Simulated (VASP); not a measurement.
# BAs (F-43m) in VASP: single point with LDA

Aim: the single point of BAs with LDA.

Everything below comes from runs of VASP 6.6.1. Logs are shortened: lines on timing, memory, paths and dates and some standing lists are left out, and cuts for length are marked.

### 1 The cell of the first run

The structure is cubic, space group F-43m (No. 216). Conventional cell: a = 4.733 Å, b = 4.733 Å, c = 4.733 Å, α = 90.00°, β = 90.00°, γ = 90.00°. Within 2.7 Å of B (site symmetry -43m) lie 4 As at 2.05 Å. Within 2.7 Å of As (site symmetry -43m) lie 4 B at 2.05 Å.

### 2 Single point, LDA

File INCAR:

```
SYSTEM = BAs
PREC = Accurate
ENCUT = 560
EDIFF = 1E-6
ISMEAR = 0
SIGMA = 0.01
LREAL = .False.
LASPH = .True.
NELM = 120
ALGO = Normal
ISIF = 2
LWAVE = .False.
LCHARG = .False.
NBANDS = 16
GGA_COMPAT = .False.
```

File KPOINTS:

```
regular mesh
0
Gamma
  6 6 6
  0 0 0
```

File POSCAR:

```
BAs
1.0
    0.0000000000      2.3663118535      2.3663118535
    2.3663118535      0.0000000000      2.3663118535
    2.3663118535      2.3663118535      0.0000000000
B As
1 1
Direct
    0.0000000000      0.0000000000      0.0000000000
    0.2500000000      0.2500000000      0.2500000000
```

Potentials or basis: VASP PAW LDA potentials, release 64 (B, As_d).

On the command line:

```bash
cat potpaw_LDA.64/B/POTCAR potpaw_LDA.64/As_d/POTCAR > POTCAR
mpirun -np 1 vasp_std > vasp.out
```

OUTCAR:

```text
SYSTEM = BAs
   PREC = Accurate
   ENCUT = 560
   EDIFF = 1E-6
   ISMEAR = 0
   LREAL = .False.
   LASPH = .True.
   NELM = 120
   ISIF = 2

 ion  position               nearest neighbor table
   1  0.000  0.000  0.000-   2 2.05   2 2.05   2 2.05   2 2.05
   2  0.250  0.250  0.250-   1 2.05   1 2.05   1 2.05   1 2.05

  LATTYP: Found a face centered cubic cell.
 ALAT       =     4.7326237070

  Lattice vectors:

 A1 = (   0.0000000000,   2.3663118535,   2.3663118535)
 A2 = (   2.3663118535,   0.0000000000,   2.3663118535)
 A3 = (   2.3663118535,   2.3663118535,   0.0000000000)

Analysis of symmetry for initial positions (statically):
=====================================================================
 Subroutine PRICEL returns:
 Original cell was already a primitive cell.

 Routine SETGRP: Setting up the symmetry group for a
 face centered cubic supercell.

 Subroutine GETGRP returns: Found 24 space group operations
 (whereof 24 operations were pure point group operations)
 out of a pool of 48 trial point group operations.

The static configuration has the point symmetry T_d .

Analysis of symmetry for dynamics (positions and initial velocities):
=====================================================================
 Subroutine PRICEL returns:
 Original cell was already a primitive cell.

 Routine SETGRP: Setting up the symmetry group for a
 face centered cubic supercell.

 Subroutine GETGRP returns: Found 24 space group operations
 (whereof 24 operations were pure point group operations)
 out of a pool of 48 trial point group operations.

The dynamic configuration has the point symmetry T_d .

 Subroutine INISYM returns: Found 24 space group operations
 (whereof 24 operations are pure point group operations),
 and found     1 'primitive' translations

----------------------------------------------------------------------------------------

                                     Primitive cell

  volume of cell :      26.5000

  direct lattice vectors                    reciprocal lattice vectors
     0.000000000  2.366311854  2.366311854    -0.211299284  0.211299284  0.211299284
     2.366311854  0.000000000  2.366311854     0.211299284 -0.211299284  0.211299284
     2.366311854  2.366311854  0.000000000     0.211299284  0.211299284 -0.211299284

  length of vectors
     3.346470316  3.346470316  3.346470316     0.365981095  0.365981095  0.365981095

  position of ions in fractional coordinates (direct lattice)
     0.000000000  0.000000000  0.000000000
     0.250000000  0.250000000  0.250000000

  ion indices of the primitive-cell ions
   primitive index   ion index
                 1           1
                 2           2

----------------------------------------------------------------------------------------

 KPOINTS: regular mesh

Automatic generation of k-mesh.
 Grid dimensions read from file:
 generate k-points for:    6    6    6

 Generating k-lattice:

  Cartesian coordinates                     Fractional coordinates (reciprocal lattice)
    -0.035216547  0.035216547  0.035216547     0.166666667  0.000000000  0.000000000
     0.035216547 -0.035216547  0.035216547     0.000000000  0.166666667  0.000000000
     0.035216547  0.035216547 -0.035216547     0.000000000  0.000000000  0.166666667

  Length of vectors
     0.060996849  0.060996849  0.060996849

  Shift w.r.t. Gamma in fractional coordinates (k-lattice)
     0.000000000  0.000000000  0.000000000

 Subroutine IBZKPT returns following result:
 ===========================================

 Found     16 irreducible k-points:

 Following reciprocal coordinates:
            Coordinates               Weight
  0.000000  0.000000  0.000000      1.000000
  0.166667  0.000000  0.000000      8.000000
  0.333333  0.000000  0.000000      8.000000
  0.500000  0.000000  0.000000      4.000000
  0.166667  0.166667  0.000000      6.000000
  0.333333  0.166667  0.000000     24.000000
[... 8 lines left out ...]
 -0.333333  0.333333  0.166667     24.000000
 -0.333333  0.500000  0.166667     12.000000
   k-points           NKPTS =     16   k-points in BZ     NKDIM =     16   number of bands    NBANDS=     16
   number of dos      NEDOS =    301   number of ions     NIONS =      2
   total plane-waves  NPLWV =  21952
   dimension x,y,z NGX =    28 NGY =   28 NGZ =   28
   dimension x,y,z NGXF=    56 NGYF=   56 NGZF=   56
   ions per type =               1   1
   NGX,Y,Z   is equivalent  to a cutoff of  13.91, 13.91, 13.91 a.u.
   NGXF,Y,Z  is equivalent  to a cutoff of  27.82, 27.82, 27.82 a.u.
 SYSTEM =  BAs
   PREC   = accura    normal or accurate (medium, high low for compatibility)
   ISTART =      0    job   : 0-new  1-cont  2-samecut
   ICHARG =      2    charge: 1-file 2-atom 10-const
   ISPIN  =      1    spin polarized calculation?
   LNONCOLLINEAR =      F non collinear calculations
   LSORBIT =      F    spin-orbit coupling
   LASPH  =      T    aspherical Exc in radial PAW
   ENCUT  =  560.0 eV  41.16 Ry    6.42 a.u.   6.46  6.46  6.46*2*pi/ulx,y,z
   NELM   =    120;   NELMIN=  2; NELMDL= -5     # of ELM steps
   EDIFF  = 0.1E-05   stopping-criterion for ELM
   LREAL  =      F    real-space projection
   EDIFFG = 0.1E-04   stopping-criterion for IOM
   NSW    =      0    number of steps for IOM
   IBRION =     -1    ionic relax: 0-MD 1-quasi-New 2-CG
   NFREE  =      0    steps in history (QN), initial steepest desc. (CG)
   ISIF   =      2    stress and relaxation
   ISYM   =      2    0-nonsym 1-usesym 2-fastsym
   POTIM  = 0.5000    time-step for ionic-motion
   TEBEG  =    0.0;   TEEND  =   0.0 temperature during run
   PSTRESS=    0.0 pullay stress
   NELECT =      18.0000    total number of electrons
   NUPDOWN=      -1.0000    fix difference up-down
   EMIN   =  10.00;   EMAX   =-10.00  energy-range for DOS
   EFERMI =   0.00;   METHOD = LEGACY
   ISMEAR =     0;   SIGMA  =   0.01  broadening in eV -4-tet -1-fermi 0-gaus
   EFERMI_NEDOS =   21; number of points for ismear=-14 and -15
   IALGO  =     38    algorithm
   IMIX   =      4    mixing-type and parameters
     AMIX     =   0.40;   BMIX     =  1.00
     AMIX_MAG =   1.60;   BMIX_MAG =  1.00
  volume/ion in A,a.u.               =      13.25        89.42
  Fermi-wavevector in a.u.,A,eV,Ry     =   1.439076  2.719459 28.176840  2.070939
  Thomas-Fermi vector in A             =   2.557972
   LORBIT       =      0    0 simple, 1 ext, 2 COOP (PROOUT), +10 PAW based schemes
   GGA     = CA    functional components
   LHFCALC =     F    Hartree Fock is set to
   AEXX    =    0.0000 exact exchange contribution
   IVDW    =     0    specifies the selected vdW correction
   LEPSILON=     F    determine dielectric tensor
   LRPA    =     F    only Hartree local field effects (RPA)
 non-spin polarized calculation
 Gauss-broadening in eV      SIGMA  =   0.01
  energy-cutoff  :      560.00
  volume of cell :       26.50
 maximum number of plane-waves:       821
 NGX is ok and might be reduce to    28
   NGX = 13   NGY = 13   NGZ = 13

 number of electron      18.0000004 magnetization

 Free energy of the ion-electron system (eV)
  ---------------------------------------------------
  ext. energy  EPLUGINS =         0.00000000
  ---------------------------------------------------
  free energy    TOTEN  =       -12.92340038 eV

  energy without entropy =      -12.92340038  energy(sigma->0) =      -12.92340038

 E-fermi :   5.2556     XC(G=0): -11.5702

 val. band max:        5.0948669985   @ k =   0.0000   0.0000   0.0000
 cond. band min:       6.3005027654   @ k =   0.3333   0.3333   0.0000
 fundamental gap:      1.2056357669
 Fermi energy:         5.2556291284

 k-point     1 :       0.0000    0.0000    0.0000
  band No.  band energies     occupation
      1     -30.8230      2.00000
      2     -30.8230      2.00000
      3     -30.8230      2.00000
      4     -30.7961      2.00000
      5     -30.7961      2.00000
      6     -10.5409      2.00000
[... 8 lines left out ...]
     15      18.4723      0.00000
     16      18.4723      0.00000

 k-point     2 :       0.1667    0.0000    0.0000
  band No.  band energies     occupation
      1     -30.8221      2.00000
      2     -30.8208      2.00000
      3     -30.8208      2.00000
      4     -30.7959      2.00000
      5     -30.7959      2.00000
      6     -10.0777      2.00000
[... 8 lines left out ...]
     15      16.5781      0.00000
     16      16.5781      0.00000

 k-point     3 :       0.3333    0.0000    0.0000
  band No.  band energies     occupation
      1     -30.8202      2.00000
      2     -30.8174      2.00000
      3     -30.8174      2.00000
      4     -30.7946      2.00000
      5     -30.7946      2.00000
      6      -8.7785      2.00000
[... 8 lines left out ...]
     15      17.3332      0.00000
     16      17.3332      0.00000

 k-point     4 :       0.5000    0.0000    0.0000
  band No.  band energies     occupation
      1     -30.8193      2.00000
      2     -30.8163      2.00000
      3     -30.8163      2.00000
      4     -30.7934      2.00000
      5     -30.7934      2.00000
      6      -7.5828      2.00000
[... 8 lines left out ...]
     15      19.9237      0.00000
     16      19.9237      0.00000

 k-point     5 :       0.1667    0.1667    0.0000
  band No.  band energies     occupation
      1     -30.8244      2.00000
      2     -30.8186      2.00000
      3     -30.8186      2.00000
      4     -30.7976      2.00000
      5     -30.7944      2.00000
      6      -9.9219      2.00000
[... 8 lines left out ...]
     15      16.8575      0.00000
     16      19.1684      0.00000

 k-point     6 :       0.3333    0.1667    0.0000
  band No.  band energies     occupation
      1     -30.8236      2.00000
      2     -30.8150      2.00000
      3     -30.8147      2.00000
      4     -30.7981      2.00000
      5     -30.7929      2.00000
      6      -8.8861      2.00000
[... 8 lines left out ...]
     15      18.5608      0.00000
     16      19.3225      0.00000

 k-point     7 :       0.5000    0.1667    0.0000
  band No.  band energies     occupation
      1     -30.8203      2.00000
      2     -30.8145      2.00000
      3     -30.8131      2.00000
      4     -30.7961      2.00000
      5     -30.7927      2.00000
      6      -7.4187      2.00000
[... 8 lines left out ...]
     15      19.6537      0.00000
     16      20.1115      0.00000

 k-point     8 :      -0.3333    0.1667    0.0000
  band No.  band energies     occupation
      1     -30.8187      2.00000
      2     -30.8161      2.00000
      3     -30.8145      2.00000
      4     -30.7952      2.00000
      5     -30.7941      2.00000
      6      -7.8771      2.00000
[... 8 lines left out ...]
     15      17.2072      0.00000
     16      20.2059      0.00000

 k-point     9 :      -0.1667    0.1667    0.0000
  band No.  band energies     occupation
      1     -30.8211      2.00000
      2     -30.8183      2.00000
      3     -30.8175      2.00000
      4     -30.7967      2.00000
      5     -30.7943      2.00000
      6      -9.3267      2.00000
[... 8 lines left out ...]
     15      17.3907      0.00000
     16      18.3442      0.00000

 k-point    10 :       0.3333    0.3333    0.0000
  band No.  band energies     occupation
      1     -30.8273      2.00000
      2     -30.8097      2.00000
      3     -30.8097      2.00000
      4     -30.8011      2.00000
      5     -30.7910      2.00000
      6      -8.1489      2.00000
[... 8 lines left out ...]
     15      21.0243      0.00000
     16      21.2623      0.00000

 k-point    11 :       0.5000    0.3333    0.0000
  band No.  band energies     occupation
      1     -30.8256      2.00000
      2     -30.8084      2.00000
      3     -30.8075      2.00000
      4     -30.8009      2.00000
      5     -30.7908      2.00000
      6      -6.8387      2.00000
[... 8 lines left out ...]
     15      21.0731      0.00000
     16      21.6710      0.00000

 k-point    12 :      -0.3333    0.3333    0.0000
  band No.  band energies     occupation
      1     -30.8207      2.00000
      2     -30.8119      2.00000
      3     -30.8094      2.00000
      4     -30.7977      2.00000
      5     -30.7934      2.00000
      6      -6.6267      2.00000
[... 8 lines left out ...]
     15      17.4686      0.00000
     16      22.0960      0.00000

 k-point    13 :       0.5000    0.5000    0.0000
  band No.  band energies     occupation
      1     -30.8286      2.00000
      2     -30.8052      2.00000
      3     -30.8052      2.00000
      4     -30.8029      2.00000
      5     -30.7893      2.00000
      6      -6.2668      2.00000
[... 8 lines left out ...]
     15      22.6780      0.00000
     16      23.3587      0.00000

 k-point    14 :       0.5000    0.3333    0.1667
  band No.  band energies     occupation
      1     -30.8221      2.00000
      2     -30.8138      2.00000
      3     -30.8099      2.00000
      4     -30.7986      2.00000
      5     -30.7923      2.00000
      6      -7.6741      2.00000
[... 8 lines left out ...]
     15      19.1124      0.00000
     16      21.3512      0.00000

 k-point    15 :      -0.3333    0.3333    0.1667
  band No.  band energies     occupation
      1     -30.8188      2.00000
      2     -30.8155      2.00000
      3     -30.8079      2.00000
      4     -30.7978      2.00000
      5     -30.7931      2.00000
      6      -6.6178      2.00000
[... 8 lines left out ...]
     15      19.8339      0.00000
     16      21.5789      0.00000

 k-point    16 :      -0.3333    0.5000    0.1667
  band No.  band energies     occupation
      1     -30.8231      2.00000
      2     -30.8109      2.00000
      3     -30.8054      2.00000
      4     -30.8004      2.00000
      5     -30.7915      2.00000
      6      -6.1392      2.00000
[... 8 lines left out ...]
     15      21.0303      0.00000
     16      21.2715      0.00000

------------------------ aborting loop because EDIFF is reached ----------------------------------------

  FORCE on cell =-STRESS in cart. coord.  units (eV):
  Direction    XX          YY          ZZ          XY          YZ          ZX
  --------------------------------------------------------------------------------------
  -------------------------------------------------------------------------------------
  Total        0.1773697      0.1773697      0.1773697     -0.0000000      0.0000000     -0.0000000
  in kB       10.7236836     10.7236836     10.7236836     -0.0000000      0.0000000     -0.0000000
  external PRESSURE =      10.7236836 kB  Pullay stress =       0.0000000 kB

 VOLUME and BASIS-vectors are now :
 -----------------------------------------------------------------------------
  energy-cutoff  :      560.00
  volume of cell :       26.50
      direct lattice vectors                 reciprocal lattice vectors
     0.000000000  2.366311854  2.366311854    -0.211299284  0.211299284  0.211299284
     2.366311854  0.000000000  2.366311854     0.211299284 -0.211299284  0.211299284
     2.366311854  2.366311854  0.000000000     0.211299284  0.211299284 -0.211299284

 POSITION                                       TOTAL-FORCE (eV/Angst)
 -----------------------------------------------------------------------------------
      0.00000      0.00000      0.00000         0.000000     -0.000000     -0.000000
      1.18316      1.18316      1.18316        -0.000000      0.000000      0.000000
 -----------------------------------------------------------------------------------
    total drift:                                0.000001      0.000001      0.000001

  FREE ENERGIE OF THE ION-ELECTRON SYSTEM (eV)
  ---------------------------------------------------
  free  energy   TOTEN  =       -12.9234003805 eV

  energy  without entropy=      -12.9234003805  energy(sigma->0) =      -12.92340038
```

It took 11 s on 1 thread of Intel Xeon Platinum 8375C at 2.90GHz (Ice Lake), shared host; peak memory 0.13 GiB.

What came out:

| Property | Result |
| --- | --- |
| Free energy | -12.9234 eV |
| Pressure | 1.1 GPa |
| Band gap on the k mesh | 1.21 eV (least direct gap 3.28 eV) |

A k mesh can miss the band edges.
